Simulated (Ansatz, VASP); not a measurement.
Ru in VASP and in Ansatz

Contents of INCAR:

```
  PREC = Accurate
  ENCUT = 520
  EDIFF = 1E-7
  ISMEAR = -1
  SIGMA = 0.03
  LREAL = F
  LASPH = T
  NELM = 80
  ALGO = Normal
  ISIF = 2
  LWAVE = F
  LCHARG = F
  GGA = PE
  NBANDS = 21
```

KPOINTS

```
regular mesh
0
Gamma
  14 14 8
```

POSCAR

```
Ru
1.0
    2.6876390600      0.0000000000      0.0000000000
   -1.3438195300      2.3275637022      0.0000000000
    0.0000000000      0.0000000000      4.2531615502
Ru
2
Direct
    0.3333333333      0.6666666667      0.2500000000
    0.6666666667      0.3333333333      0.7500000000
```

Input for Ansatz:

```yaml
crystal:
  lattice:
    - [2.68763906, 0.0, 0.0]
    - [-1.34381953, 2.3275637022, 0.0]
    - [0.0, 0.0, 4.2531615502]
  atoms:
    - { symbol: Ru, position: [0.3333333333, 0.6666666667, 0.25] }
    - { symbol: Ru, position: [0.6666666667, 0.3333333333, 0.75] }
kpoints:
  mp_grid: { grid: [14, 14, 8] }
scf:
  occupations: { method: fermi_dirac, width: 0.03 }
hamiltonian:
  xc: pbe
  pseudopotentials: { kind: all_electron, lapw: { basis_error: 0.001 } }
output:
  forces: true
  stress: true
  eigenvalues: true
```

Change from the starting cell: volume scaled by 0.98.

Alike in both runs: task single point; functional PBE; k mesh 14 × 14 × 8; occupations fermi-dirac, width 0.03 eV; no spin polarisation.

|  | VASP | Ansatz |
| --- | --- | --- |
| version | VASP 6.6.1 | Ansatz 0.2.0 |
| potentials or method | VASP PAW PBE potentials, release 64 (Ru_pv), cutoff 520 eV | all-electron LAPW, scalar-relativistic |

Ansatz gave:

| Item | Value |
| --- | --- |
| pressure (GPa) | 11.6 |
| traceless stress, the component that is largest in VASP (GPa) | -0.90 |

**Question.** Estimate VASP's values.

**Answer.** Pressure (GPa): 11.6; traceless stress, the component that is largest in VASP (GPa): -0.86.

Ansatz ran all-electron here, and VASP with PAW potentials.
